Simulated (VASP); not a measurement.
# MnPt2 (P-3m1) in VASP: further runs, part 2 of 2

VASP 6.6.1.

## (3) Single point, PBEsol, collinear spin, ferromagnetic start

Contents of INCAR:

```
SYSTEM = MnPt2
PREC = Accurate ; ENCUT = 500
EDIFF = 1E-6 ; ISMEAR = -1
SIGMA = 0.05 ; LREAL = .False.
LASPH = .True. ; NELM = 200
ALGO = Normal ; ISIF = 2
LWAVE = .False. ; LCHARG = .True.
ISPIN = 2 ; MAGMOM = 4 1 1
LORBIT = 11 ; LMAXMIX = 4
GGA = PS ; LELF = .True.
LVHAR = .True. ; NBANDS = 28
GGA_COMPAT = .False.
```

Contents of KPOINTS:

```
regular mesh
0
Gamma
  18 18 8
  0 0 0
```

Contents of POSCAR:

```
MnPt2
1.0
    2.8584044518      0.0000000000      0.0000000000
   -1.4292022259      2.4754508696      0.0000000000
    0.0000000000      0.0000000000      6.5325040000
Mn Pt
1 2
Direct
    0.0000000000      0.0000000000      0.0000000000
    0.3333333333      0.6666666667      0.6837940000
    0.6666666667      0.3333333333      0.3162060000
```

Potentials or basis: VASP PAW PBE potentials, release 64 (Mn_pv, Pt).

Run with:

```
$ cat potpaw_PBE.64/Mn_pv/POTCAR potpaw_PBE.64/Pt/POTCAR > POTCAR
$ mpirun -np 1 vasp_std > vasp.out
```

Wall time 17 min (1 thread of Intel Xeon 8259CL, shared host); peak memory 0.56 GiB.

The run converged. Its results:

```
Free energy                                           : -23.9371 eV
Pressure                                              : -9.2 GPa
Largest force                                         : 0.033 eV/Å
Net moment                                            : 4.50 μB per cell
Site moments                                          : Mn +3.73; Pt +0.29 μB
Valence electrons inside the program's atomic spheres : Mn 11.55; Pt 9.21
```

Forces in eV/Å, atoms in the order of the input:
```
Mn   0.000  0.000  0.000
Pt   0.000  0.000 -0.033
Pt   0.000  0.000  0.033
```

Stress tensor (GPa, compression positive):
```
-9.86  0.00  0.00
 0.00 -9.86  0.00
 0.00  0.00 -8.01
```

Levels at points of the mesh, in eV from the Fermi level:
Spin up:
```csv
k point,band 17,band 18,band 19,band 20,band 21,band 22
"(0.00, 0.00, 0.00)",-1.55,-1.05,-1.05,-0.80,-0.80,10.04
"(0.50, 0.00, 0.00)",-0.15,0.20,1.53,1.70,1.99,5.68
"(0.00, 0.00, 0.50)",-1.73,-1.73,-0.12,-0.12,0.20,6.05
"(0.50, 0.00, 0.50)",-0.34,-0.10,-0.05,1.87,2.62,4.83
```
Spin down:
| k point | band 13 | band 14 | band 15 | band 16 | band 17 | band 18 |
| --- | --- | --- | --- | --- | --- | --- |
| (0.00, 0.00, 0.00) | -1.84 | -1.84 | -0.88 | -0.88 | 0.69 | 1.32 |
| (0.50, 0.00, 0.00) | 0.09 | 0.10 | 0.16 | 1.63 | 1.95 | 2.36 |
| (0.00, 0.00, 0.50) | -1.55 | -1.39 | -1.39 | 0.26 | 0.50 | 1.37 |
| (0.50, 0.00, 0.50) | -0.40 | 0.07 | 0.19 | 0.68 | 1.46 | 1.92 |

Caveat: the PAW data sets were made with another functional, which shifts forces and pressure a little; spin-orbit coupling is left out, which moves the levels of the heavy elements.

## (4) Single point, PBEsol, collinear spin, ferromagnetic start

Contents of INCAR:

```
ALGO = Normal ; EDIFF = 1E-6
ENCUT = 500 ; GGA = PS
GGA_COMPAT = F ; ISIF = 2
ISMEAR = 0 ; ISPIN = 2
LASPH = T ; LCHARG = F
LMAXMIX = 4 ; LORBIT = 11
LREAL = F ; LWAVE = F
MAGMOM = 4.1 0.37 0.37 ; NBANDS = 28
NELM = 200 ; PREC = Accurate
SIGMA = 0.1
```

Contents of KPOINTS:

```
k-points
0
Gamma
  18 18 8
```

Contents of POSCAR:

```
MnPt2
1.0
    2.8584044518      0.0000000000      0.0000000000
   -1.4292022259      2.4754508696      0.0000000000
    0.0000000000      0.0000000000      6.5325040000
Mn Pt
1 2
Direct
    0.0000000000      0.0000000000      0.0000000000
    0.3333333300      0.6666666700      0.6837940000
    0.6666666700      0.3333333300      0.3162060000
```

Potentials or basis: VASP PAW PBE potentials, release 64 (Mn_pv, Pt).

Run with:

```
$ cat potpaw_PBE.64/Mn_pv/POTCAR potpaw_PBE.64/Pt/POTCAR > POTCAR
$ mpirun -np 1 vasp_std > vasp.out
```

OUTCAR:

```text
EDIFF = 1E-6
   ENCUT = 500
   GGA = PS
   ISIF = 2
   ISMEAR = 0
   ISPIN = 2
   LASPH = T
   LORBIT = 11
   LREAL = F
   NELM = 200
   PREC = Accurate

 ion  position               nearest neighbor table
   1  0.000  0.000  0.000-   2 2.64   3 2.64   3 2.64   2 2.64   3 2.64   2 2.64
   2  0.333  0.667  0.684-   1 2.64   1 2.64   1 2.64   3 2.91   3 2.91   3 2.91
   3  0.667  0.333  0.316-   1 2.64   1 2.64   1 2.64   2 2.91   2 2.91   2 2.91

  LATTYP: Found a hexagonal cell.
 ALAT       =     2.8584044518
 C/A-ratio  =     2.2853672775

  Lattice vectors:
[... 1711 lines left out ...]
  energy-cutoff  :      500.00
  volume of cell :       46.22
      direct lattice vectors                 reciprocal lattice vectors
     2.858404452  0.000000000  0.000000000     0.349845523  0.201983407  0.000000000
    -1.429202226  2.475450870  0.000000000     0.000000000  0.403966814  0.000000000
     0.000000000  0.000000000  6.532504000     0.000000000  0.000000000  0.153080656

 POSITION                                       TOTAL-FORCE (eV/Angst)
 -----------------------------------------------------------------------------------
      0.00000      0.00000      0.00000         0.000000      0.000000     -0.000000
     -0.00000      1.65030      4.46689         0.000000      0.000000     -0.031782
      1.42920      0.82515      2.06562        -0.000000     -0.000000      0.031782
 -----------------------------------------------------------------------------------
    total drift:                               -0.000000     -0.000000      0.000000

  FREE ENERGIE OF THE ION-ELECTRON SYSTEM (eV)
  ---------------------------------------------------
  free  energy   TOTEN  =       -23.9328428195 eV

  energy  without entropy=      -23.9200331400  energy(sigma->0) =      -23.92643798

 total charge

# of ion       s       p       d       tot
------------------------------------------
    1        0.323   6.270   4.958  11.551
    2        0.643   0.533   8.035   9.211
    3        0.643   0.533   8.035   9.211
--------------------------------------------------
tot          1.609   7.335  21.028  29.972

 magnetization (x)

# of ion       s       p       d       tot
------------------------------------------
    1        0.016   0.025   3.701   3.742
    2       -0.016  -0.000   0.314   0.297
    3       -0.016  -0.000   0.314   0.297
--------------------------------------------------
tot         -0.017   0.025   4.330   4.337
```

OSZICAR:

```text
N       E                     dE             d eps       ncg     rms          rms(c)
DAV:   1     0.269858045505E+03    0.26986E+03   -0.16615E+04 30056   0.123E+03
DAV:   2    -0.140260646458E+02   -0.28388E+03   -0.26428E+03 30304   0.337E+02
DAV:   3    -0.256152370243E+02   -0.11589E+02   -0.11290E+02 33340   0.745E+01
DAV:   4    -0.257451531430E+02   -0.12992E+00   -0.12980E+00 33828   0.776E+00
DAV:   5    -0.257474776306E+02   -0.23245E-02   -0.23244E-02 32844   0.107E+00    0.193E+01
DAV:   6    -0.266342424654E+02   -0.88676E+00   -0.15863E+01 32360   0.403E+01    0.227E+01
DAV:   7    -0.244966681464E+02    0.21376E+01   -0.12510E+01 35720   0.479E+01    0.127E+01
DAV:   8    -0.237348026266E+02    0.76187E+00   -0.24776E+00 33524   0.105E+01    0.530E+00
DAV:   9    -0.238849120969E+02   -0.15011E+00   -0.15927E-01 32956   0.313E+00    0.371E+00
DAV:  10    -0.239169942578E+02   -0.32082E-01   -0.11182E-01 34268   0.309E+00    0.198E+00
DAV:  11    -0.239304538751E+02   -0.13460E-01   -0.25983E-02 32404   0.135E+00    0.865E-01
DAV:  12    -0.239321389841E+02   -0.16851E-02   -0.31350E-03 36604   0.568E-01    0.425E-01
DAV:  13    -0.239327085673E+02   -0.56958E-03   -0.94447E-04 36144   0.320E-01    0.152E-01
DAV:  14    -0.239328401314E+02   -0.13156E-03   -0.26369E-04 33896   0.144E-01    0.506E-02
DAV:  15    -0.239328418725E+02   -0.17411E-05   -0.50794E-05 32072   0.786E-02    0.200E-02
DAV:  16    -0.239328428195E+02   -0.94698E-06   -0.52311E-06 31332   0.169E-02
   1 F= -.23932843E+02 E0= -.23926438E+02  d E =-.128097E-01  mag=     4.5275
```

Wall time 15 min (1 thread of Intel Xeon 8259CL, shared host); peak memory 0.56 GiB.

What came out:

* Free energy: -23.9328 eV
* Pressure: -9.2 GPa
* Largest force: 0.032 eV/Å
* Net moment: 4.53 μB per cell
* Site moments: Mn +3.74; Pt +0.30 μB
* Valence electrons inside the program's atomic spheres: Mn 11.55; Pt 9.21

Forces on the atoms (eV/Å):
```
Mn   0.000  0.000  0.000
Pt   0.000  0.000 -0.032
Pt   0.000  0.000  0.032
```

Caveat: the PAW data sets were made with another functional, which shifts forces and pressure a little; spin-orbit coupling is left out, which moves the levels of the heavy elements.

## (5) Summary

| k mesh | smearing | gap on the mesh (eV) | pressure (GPa) | moment (μB) | largest force (eV/Å) |
| --- | --- | --- | --- | --- | --- |
| 6 × 6 × 4 | gaussian 0.1 eV | none | -9.6 | 4.60 | 0.02 |
| 18 × 18 × 8 | fermi-dirac 0.05 eV | none | -9.2 | 4.50 | 0.03 |
| 18 × 18 × 8 | gaussian 0.1 eV | none | -9.2 | 4.53 | 0.03 |

Alike in all rows: task single point; level PBEsol; potentials or basis VASP PAW PBE potentials, release 64 (Mn_pv, Pt); spin collinear, ferromagnetic start; cell as given; cutoff (eV) 500.

Caveats: some runs use coarse meshes; the PAW data sets were made with another functional, which shifts forces and pressure a little; spin-orbit coupling is left out, which moves the levels of the heavy elements.

Absolute energies hang on the potentials; compare differences alone.
